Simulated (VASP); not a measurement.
# BiAu (F-43m) in VASP: a series of runs

Runs on BiAu. Level: PBE. Tasks: single point.

All numbers are computed with VASP 6.6.1; they aren't measurements. Logs are shortened: lines on timing, memory, paths and dates and some standing lists are left out, and cuts for length are marked.

### Step 1. The cell of the first run

Symmetry: F-43m, No. 216, cubic system. Conventional cell: a = 5.690 Å, b = 5.690 Å, c = 5.690 Å, α = 90.00°, β = 90.00°, γ = 90.00°. Within 3.3 Å of Au (site symmetry -43m) lie 4 Bi at 2.46 Å. Bi (site symmetry -43m) has 4 Au at 2.46 Å within 3.3 Å.

### Step 2. Single point, PBE

Contents of INCAR:

```
PREC = Accurate
ENCUT = 520
EDIFF = 1E-6
ISMEAR = 0
SIGMA = 0.05
LREAL = False
LASPH = True
NELM = 80
ALGO = Fast
ISIF = 2
LWAVE = False
LCHARG = False
GGA = PE
NBANDS = 20
```

Contents of KPOINTS:

```
regular mesh
0
Gamma
  6 6 6
```

Contents of POSCAR:

```
BiAu
1.0
    0.0000000000      2.8451029066      2.8451029066
    2.8451029066      0.0000000000      2.8451029066
    2.8451029066      2.8451029066      0.0000000000
Au Bi
1 1
Direct
    0.0000000000      0.0000000000      0.0000000000
    0.2500000000      0.2500000000      0.2500000000
```

Potentials or basis: VASP PAW PBE potentials, release 64 (Au, Bi_d).

On the command line:

```sh
$ cat potpaw_PBE.64/Au/POTCAR potpaw_PBE.64/Bi_d/POTCAR > POTCAR
$ mpirun -np 1 vasp_std > vasp.out
```

OUTCAR:

```text
PREC = Accurate
   ENCUT = 520
   EDIFF = 1E-6
   ISMEAR = 0
   LREAL = False
   LASPH = True
   NELM = 80
   ISIF = 2
   GGA = PE

 ion  position               nearest neighbor table
   1  0.000  0.000  0.000-   2 2.46   2 2.46   2 2.46   2 2.46
   2  0.250  0.250  0.250-   1 2.46   1 2.46   1 2.46   1 2.46

  LATTYP: Found a face centered cubic cell.
 ALAT       =     5.6902058132

  Lattice vectors:

 A1 = (   0.0000000000,   2.8451029066,   2.8451029066)
 A2 = (   2.8451029066,   0.0000000000,   2.8451029066)
 A3 = (   2.8451029066,   2.8451029066,   0.0000000000)

Analysis of symmetry for initial positions (statically):
=====================================================================
 Subroutine PRICEL returns:
 Original cell was already a primitive cell.

 Routine SETGRP: Setting up the symmetry group for a
 face centered cubic supercell.

 Subroutine GETGRP returns: Found 24 space group operations
 (whereof 24 operations were pure point group operations)
 out of a pool of 48 trial point group operations.

The static configuration has the point symmetry T_d .

Analysis of symmetry for dynamics (positions and initial velocities):
=====================================================================
 Subroutine PRICEL returns:
 Original cell was already a primitive cell.

 Routine SETGRP: Setting up the symmetry group for a
 face centered cubic supercell.

 Subroutine GETGRP returns: Found 24 space group operations
 (whereof 24 operations were pure point group operations)
 out of a pool of 48 trial point group operations.

The dynamic configuration has the point symmetry T_d .

 Subroutine INISYM returns: Found 24 space group operations
 (whereof 24 operations are pure point group operations),
 and found     1 'primitive' translations

----------------------------------------------------------------------------------------

                                     Primitive cell

  volume of cell :      46.0600

  direct lattice vectors                    reciprocal lattice vectors
     0.000000000  2.845102907  2.845102907    -0.175740568  0.175740568  0.175740568
     2.845102907  0.000000000  2.845102907     0.175740568 -0.175740568  0.175740568
     2.845102907  2.845102907  0.000000000     0.175740568  0.175740568 -0.175740568

  length of vectors
     4.023583117  4.023583117  4.023583117     0.304391592  0.304391592  0.304391592

  position of ions in fractional coordinates (direct lattice)
     0.000000000  0.000000000  0.000000000
     0.250000000  0.250000000  0.250000000

  ion indices of the primitive-cell ions
   primitive index   ion index
                 1           1
                 2           2

----------------------------------------------------------------------------------------

 KPOINTS: regular mesh

Automatic generation of k-mesh.
 Grid dimensions read from file:
 generate k-points for:    6    6    6

 Generating k-lattice:

  Cartesian coordinates                     Fractional coordinates (reciprocal lattice)
    -0.029290095  0.029290095  0.029290095     0.166666667  0.000000000  0.000000000
     0.029290095 -0.029290095  0.029290095     0.000000000  0.166666667  0.000000000
     0.029290095  0.029290095 -0.029290095     0.000000000  0.000000000  0.166666667

  Length of vectors
     0.050731932  0.050731932  0.050731932

  Shift w.r.t. Gamma in fractional coordinates (k-lattice)
     0.000000000  0.000000000  0.000000000

 Subroutine IBZKPT returns following result:
 ===========================================

 Found     16 irreducible k-points:

 Following reciprocal coordinates:
            Coordinates               Weight
  0.000000  0.000000  0.000000      1.000000
  0.166667  0.000000  0.000000      8.000000
  0.333333  0.000000  0.000000      8.000000
  0.500000  0.000000  0.000000      4.000000
  0.166667  0.166667  0.000000      6.000000
  0.333333  0.166667  0.000000     24.000000
[... 8 lines left out ...]
 -0.333333  0.333333  0.166667     24.000000
 -0.333333  0.500000  0.166667     12.000000
   k-points           NKPTS =     16   k-points in BZ     NKDIM =     16   number of bands    NBANDS=     20
   number of dos      NEDOS =    301   number of ions     NIONS =      2
   total plane-waves  NPLWV =  27000
   dimension x,y,z NGX =    30 NGY =   30 NGZ =   30
   dimension x,y,z NGXF=    60 NGYF=   60 NGZF=   60
   ions per type =               1   1
   NGX,Y,Z   is equivalent  to a cutoff of  12.40, 12.40, 12.40 a.u.
   NGXF,Y,Z  is equivalent  to a cutoff of  24.79, 24.79, 24.79 a.u.
 SYSTEM =  unknown system
   PREC   = accura    normal or accurate (medium, high low for compatibility)
   ISTART =      0    job   : 0-new  1-cont  2-samecut
   ICHARG =      2    charge: 1-file 2-atom 10-const
   ISPIN  =      1    spin polarized calculation?
   LNONCOLLINEAR =      F non collinear calculations
   LSORBIT =      F    spin-orbit coupling
   LASPH  =      T    aspherical Exc in radial PAW
   ENCUT  =  520.0 eV  38.22 Ry    6.18 a.u.   7.48  7.48  7.48*2*pi/ulx,y,z
   NELM   =     80;   NELMIN=  2; NELMDL= -5     # of ELM steps
   EDIFF  = 0.1E-05   stopping-criterion for ELM
   LREAL  =      F    real-space projection
   EDIFFG = 0.1E-04   stopping-criterion for IOM
   NSW    =      0    number of steps for IOM
   IBRION =     -1    ionic relax: 0-MD 1-quasi-New 2-CG
   NFREE  =      0    steps in history (QN), initial steepest desc. (CG)
   ISIF   =      2    stress and relaxation
   ISYM   =      2    0-nonsym 1-usesym 2-fastsym
   POTIM  = 0.5000    time-step for ionic-motion
   TEBEG  =    0.0;   TEEND  =   0.0 temperature during run
   PSTRESS=    0.0 pullay stress
   NELECT =      26.0000    total number of electrons
   NUPDOWN=      -1.0000    fix difference up-down
   EMIN   =  10.00;   EMAX   =-10.00  energy-range for DOS
   EFERMI =   0.00;   METHOD = LEGACY
   ISMEAR =     0;   SIGMA  =   0.05  broadening in eV -4-tet -1-fermi 0-gaus
   EFERMI_NEDOS =   21; number of points for ismear=-14 and -15
   IALGO  =     68    algorithm
   IMIX   =      4    mixing-type and parameters
     AMIX     =   0.40;   BMIX     =  1.00
     AMIX_MAG =   1.60;   BMIX_MAG =  1.00
  volume/ion in A,a.u.               =      23.03       155.41
  Fermi-wavevector in a.u.,A,eV,Ry     =   1.352980  2.556761 24.906203  1.830554
  Thomas-Fermi vector in A             =   2.480273
   LORBIT       =      0    0 simple, 1 ext, 2 COOP (PROOUT), +10 PAW based schemes
   GGA     = PE    functional components
   LHFCALC =     F    Hartree Fock is set to
   AEXX    =    0.0000 exact exchange contribution
   IVDW    =     0    specifies the selected vdW correction
   LEPSILON=     F    determine dielectric tensor
   LRPA    =     F    only Hartree local field effects (RPA)
 non-spin polarized calculation
 RMM-DIIS sequential band-by-band and
 Gauss-broadening in eV      SIGMA  =   0.05
  energy-cutoff  :      520.00
  volume of cell :       46.06
 maximum number of plane-waves:      1258
 NGX is ok and might be reduce to    30
   NGX = 15   NGY = 15   NGZ = 15

 number of electron      25.9999996 magnetization

 Free energy of the ion-electron system (eV)
  ---------------------------------------------------
  ext. energy  EPLUGINS =         0.00000000
  ---------------------------------------------------
  free energy    TOTEN  =        -4.50340743 eV

  energy without entropy =       -4.50151722  energy(sigma->0) =       -4.50246232

 E-fermi :   9.2428     XC(G=0): -11.0641

 val. band max:        9.2248614554   @ k =  -0.3333   0.3333   0.0000
 cond. band min:       9.3110508763   @ k =   0.5000   0.3333   0.1667
 fundamental gap:      0.0861894209
 Fermi energy:         9.2428232269

 k-point     1 :       0.0000    0.0000    0.0000
  band No.  band energies     occupation
      1     -14.1119      2.00000
      2     -14.1119      2.00000
      3     -14.1119      2.00000
      4     -14.0121      2.00000
      5     -14.0121      2.00000
      6      -4.8510      2.00000
[... 12 lines left out ...]
     19      16.5749      0.00000
     20      19.4016      0.00000

 k-point     2 :       0.1667    0.0000    0.0000
  band No.  band energies     occupation
      1     -14.1200      2.00000
      2     -14.1119      2.00000
      3     -14.1119      2.00000
      4     -14.0075      2.00000
      5     -14.0075      2.00000
      6      -4.5543      2.00000
[... 12 lines left out ...]
     19      17.8761      0.00000
     20      19.3909      0.00000

 k-point     3 :       0.3333    0.0000    0.0000
  band No.  band energies     occupation
      1     -14.1367      2.00000
      2     -14.1097      2.00000
      3     -14.1097      2.00000
      4     -14.0002      2.00000
      5     -14.0002      2.00000
      6      -3.8701      2.00000
[... 12 lines left out ...]
     19      19.0869      0.00000
     20      20.3945      0.00000

 k-point     4 :       0.5000    0.0000    0.0000
  band No.  band energies     occupation
      1     -14.1453      2.00000
      2     -14.1078      2.00000
      3     -14.1078      2.00000
      4     -13.9974      2.00000
      5     -13.9974      2.00000
      6      -3.4688      2.00000
[... 12 lines left out ...]
     19      21.4617      0.00000
     20      21.5870      0.00000

 k-point     5 :       0.1667    0.1667    0.0000
  band No.  band energies     occupation
      1     -14.1296      2.00000
      2     -14.1081      2.00000
      3     -14.1081      2.00000
      4     -14.0111      2.00000
      5     -14.0014      2.00000
      6      -4.4534      2.00000
[... 12 lines left out ...]
     19      17.9274      0.00000
     20      19.9300      0.00000

 k-point     6 :       0.3333    0.1667    0.0000
  band No.  band energies     occupation
      1     -14.1408      2.00000
      2     -14.1107      2.00000
      3     -14.1052      2.00000
      4     -14.0076      2.00000
      5     -13.9923      2.00000
      6      -3.8856      2.00000
[... 12 lines left out ...]
     19      19.8123      0.00000
     20      20.7593      0.00000

 k-point     7 :       0.5000    0.1667    0.0000
  band No.  band energies     occupation
      1     -14.1427      2.00000
      2     -14.1166      2.00000
      3     -14.1054      2.00000
      4     -14.0011      2.00000
      5     -13.9899      2.00000
      6      -3.3537      2.00000
[... 12 lines left out ...]
     19      19.7929      0.00000
     20      21.9891      0.00000

 k-point     8 :      -0.3333    0.1667    0.0000
  band No.  band energies     occupation
      1     -14.1373      2.00000
      2     -14.1158      2.00000
      3     -14.1102      2.00000
      4     -13.9977      2.00000
      5     -13.9950      2.00000
      6      -3.4917      2.00000
[... 12 lines left out ...]
     19      20.0670      0.00000
     20      20.1817      0.00000

 k-point     9 :      -0.1667    0.1667    0.0000
  band No.  band energies     occupation
      1     -14.1288      2.00000
      2     -14.1138      2.00000
      3     -14.1105      2.00000
      4     -14.0034      2.00000
      5     -14.0007      2.00000
      6      -4.1193      2.00000
[... 12 lines left out ...]
     19      18.9079      0.00000
     20      19.9547      0.00000

 k-point    10 :       0.3333    0.3333    0.0000
  band No.  band energies     occupation
      1     -14.1593      2.00000
      2     -14.1006      2.00000
      3     -14.1006      2.00000
      4     -14.0154      2.00000
      5     -13.9797      2.00000
      6      -3.5153      2.00000
[... 12 lines left out ...]
     19      20.5811      0.00000
     20      23.2127      0.00000

 k-point    11 :       0.5000    0.3333    0.0000
  band No.  band energies     occupation
      1     -14.1600      2.00000
      2     -14.1075      2.00000
      3     -14.0999      2.00000
      4     -14.0120      2.00000
      5     -13.9757      2.00000
      6      -3.0938      2.00000
[... 12 lines left out ...]
     19      22.4764      0.00000
     20      23.3185      0.00000

 k-point    12 :      -0.3333    0.3333    0.0000
  band No.  band energies     occupation
      1     -14.1411      2.00000
      2     -14.1238      2.00000
      3     -14.1049      2.00000
      4     -14.0025      2.00000
      5     -13.9831      2.00000
      6      -3.0895      2.00000
[... 12 lines left out ...]
     19      19.7040      0.00000
     20      21.2970      0.00000

 k-point    13 :       0.5000    0.5000    0.0000
  band No.  band energies     occupation
      1     -14.1720      2.00000
      2     -14.0968      2.00000
      3     -14.0968      2.00000
      4     -14.0199      2.00000
      5     -13.9689      2.00000
      6      -2.9443      2.00000
[... 12 lines left out ...]
     19      23.1830      0.00000
     20      23.2402      0.00000

 k-point    14 :       0.5000    0.3333    0.1667
  band No.  band energies     occupation
      1     -14.1454      2.00000
      2     -14.1144      2.00000
      3     -14.1057      2.00000
      4     -14.0047      2.00000
      5     -13.9854      2.00000
      6      -3.3716      2.00000
[... 12 lines left out ...]
     19      20.7939      0.00000
     20      21.8086      0.00000

 k-point    15 :      -0.3333    0.3333    0.1667
  band No.  band energies     occupation
      1     -14.1373      2.00000
      2     -14.1286      2.00000
      3     -14.1046      2.00000
      4     -14.0003      2.00000
      5     -13.9846      2.00000
      6      -3.0896      2.00000
[... 12 lines left out ...]
     19      21.0997      0.00000
     20      22.0822      0.00000

 k-point    16 :      -0.3333    0.5000    0.1667
  band No.  band energies     occupation
      1     -14.1538      2.00000
      2     -14.1161      2.00000
      3     -14.1017      2.00000
      4     -14.0069      2.00000
      5     -13.9766      2.00000
      6      -2.9498      2.00000
[... 12 lines left out ...]
     19      23.3629      0.00000
     20      24.0059      0.00000

------------------------ aborting loop because EDIFF is reached ----------------------------------------

  FORCE on cell =-STRESS in cart. coord.  units (eV):
  Direction    XX          YY          ZZ          XY          YZ          ZX
  --------------------------------------------------------------------------------------
  -------------------------------------------------------------------------------------
  Total       13.8218947     13.8218947     13.8218947      0.0000000      0.0000000      0.0000000
  in kB      480.7886756    480.7886756    480.7886756      0.0000000      0.0000000      0.0000000
  external PRESSURE =     480.7886756 kB  Pullay stress =       0.0000000 kB

 VOLUME and BASIS-vectors are now :
 -----------------------------------------------------------------------------
  energy-cutoff  :      520.00
  volume of cell :       46.06
      direct lattice vectors                 reciprocal lattice vectors
     0.000000000  2.845102907  2.845102907    -0.175740568  0.175740568  0.175740568
     2.845102907  0.000000000  2.845102907     0.175740568 -0.175740568  0.175740568
     2.845102907  2.845102907  0.000000000     0.175740568  0.175740568 -0.175740568

 POSITION                                       TOTAL-FORCE (eV/Angst)
 -----------------------------------------------------------------------------------
      0.00000      0.00000      0.00000        -0.000000     -0.000000     -0.000000
      1.42255      1.42255      1.42255         0.000000      0.000000      0.000000
 -----------------------------------------------------------------------------------
    total drift:                                0.000000      0.000000      0.000000

  FREE ENERGIE OF THE ION-ELECTRON SYSTEM (eV)
  ---------------------------------------------------
  free  energy   TOTEN  =        -4.5034074277 eV

  energy  without entropy=       -4.5015172185  energy(sigma->0) =       -4.50246232
```

It took 9.1 s on 1 thread of AMD EPYC 9R45 (Zen 5), shared host; peak memory 0.14 GiB.

Results:

```
Free energy            : -4.5034 eV
Pressure               : 48.1 GPa
Band gap on the k mesh : zero (bands 13 and 14 overlap by 6.00 eV)
```

Caveat: the cell stands under pressure; spin-orbit coupling is left out, which moves the levels of the heavy elements.

### Step 3. Single point, PBE (25.79 Å³/atom)

This run uses another cell than the first one, of 25.79 Å³/atom.

Contents of INCAR:

```
ALGO = Fast
EDIFF = 1E-6
ENCUT = 520
GGA = PE
ISIF = 2
ISMEAR = 0
LASPH = T
LCHARG = T
LELF = T
LREAL = F
LVHAR = T
LWAVE = F
NBANDS = 20
NELM = 60
PREC = Accurate
SIGMA = 0.05
```

Contents of KPOINTS:

```
k-points
0
Gamma
  6 6 6
```

Contents of POSCAR:

```
BiAu
1.0
    0.0000000000      2.9546360123      2.9546360123
    2.9546360123      0.0000000000      2.9546360123
    2.9546360123      2.9546360123      0.0000000000
Au Bi
1 1
Direct
    0.0000000000      0.0000000000      0.0000000000
    0.2500000000      0.2500000000      0.2500000000
```

Potentials or basis: VASP PAW PBE potentials, release 64 (Au, Bi_d).

On the command line:

```sh
$ cat potpaw_PBE.64/Au/POTCAR potpaw_PBE.64/Bi_d/POTCAR > POTCAR
$ mpirun -np 1 vasp_std > vasp.out
```

It took 11 s on 1 thread of AMD EPYC 9R45 (Zen 5), shared host; peak memory 0.15 GiB.

The run converged. Its results:

```yaml
Free_energy: -5.7241 eV
Pressure: 24.9 GPa
Band_gap_on_the_k_mesh: zero (bands 13 and 14 overlap by 5.11 eV)
```

Levels at points of the mesh, in eV from the Fermi level:
| k point | band 10 | band 11 | band 12 | band 13 | band 14 | band 15 | band 16 | band 17 |
| --- | --- | --- | --- | --- | --- | --- | --- | --- |
| (0.00, 0.00, 0.00) | -5.08 | -5.08 | 1.96 | 3.65 | 3.65 | 3.65 | 5.97 | 5.97 |
| (0.50, 0.00, 0.00) | -5.06 | -5.06 | -4.65 | 1.31 | 1.31 | 2.93 | 7.17 | 7.21 |
| (0.50, 0.50, 0.00) | -5.07 | -4.62 | -4.19 | -1.35 | -1.35 | 3.64 | 3.88 | 12.67 |

Caveat: the cell stands under pressure; spin-orbit coupling is left out, which moves the levels of the heavy elements.

### Step 4. Single point, PBE (28.89 Å³/atom)

This run uses another cell than the first one, of 28.89 Å³/atom.

Contents of INCAR:

```
ALGO     = Normal         # electronic algorithm
EDIFF    = 1E-6           # SCF threshold, eV
ENCUT    = 520            # plane-wave cutoff, eV
GGA      = PE             # functional
ISIF     = 2              # what is computed and relaxed
ISMEAR   = 0              # smearing method
LASPH    = True           # aspherical terms in the spheres
LCHARG   = False          # write CHGCAR
LREAL    = False          # projectors in reciprocal space
LWAVE    = False          # write WAVECAR
NBANDS   = 20             # bands
NELM     = 60             # most SCF steps
PREC     = Accurate       # precision mode
SIGMA    = 0.05           # smearing width, eV
```

KPOINTS is that of step 3.

Contents of POSCAR:

```
BiAu
1.0
    0.0000000000      3.0683860134      3.0683860134
    3.0683860134      0.0000000000      3.0683860134
    3.0683860134      3.0683860134      0.0000000000
Au Bi
1 1
Direct
    0.0000000000      0.0000000000      0.0000000000
    0.2500000000      0.2500000000      0.2500000000
```

On the command line:

```sh
$ cat potpaw_PBE.64/Au/POTCAR potpaw_PBE.64/Bi_d/POTCAR > POTCAR
$ mpirun -np 1 vasp_std > vasp.out
```

It took 8.5 s on 1 thread of AMD EPYC 9R45 (Zen 5), shared host; peak memory 0.15 GiB.

It converged, with:

- Free energy: -6.3951 eV
- Pressure: 10.8 GPa
- Band gap on the k mesh: zero (bands 13 and 14 overlap by 4.33 eV)

Levels at points of the mesh, in eV from the Fermi level:
```
           k point  band 9  band 10  band 11  band 12  band 13  band 14  band 15  band 16  band 17  band 18
(0.00, 0.00, 0.00)   -5.39    -4.36    -4.36     1.53     3.31     3.31     3.31     5.96     5.96     5.96
(0.50, 0.00, 0.00)   -4.95    -4.34    -4.34    -4.02     1.39     1.39     2.71     7.06     7.06     7.40
(0.50, 0.50, 0.00)   -4.65    -4.32    -3.98    -3.65    -0.88    -0.88     3.69     3.91    11.75    12.11
```

Caveat: the cell stands under pressure; spin-orbit coupling is left out, which moves the levels of the heavy elements.

### Step 5. Summary

```tsv
cell	gap on the mesh (eV)	pressure (GPa)
a = 4.024 Å, angles 60.0°, 2 atoms	none	48.1
a = 4.178 Å, angles 60.0°, 2 atoms	none	24.9
a = 4.339 Å, angles 60.0°, 2 atoms	none	10.8
```

Alike in all rows: task single point; level PBE; potentials or basis VASP PAW PBE potentials, release 64 (Au, Bi_d); no spin polarisation; k mesh 6 × 6 × 6; cutoff (eV) 520; smearing gaussian 0.05 eV.

Caveats: the cell stands under pressure; spin-orbit coupling is left out, which moves the levels of the heavy elements.

Total energies depend on the potentials used, so only differences within one code and one set of settings carry meaning.
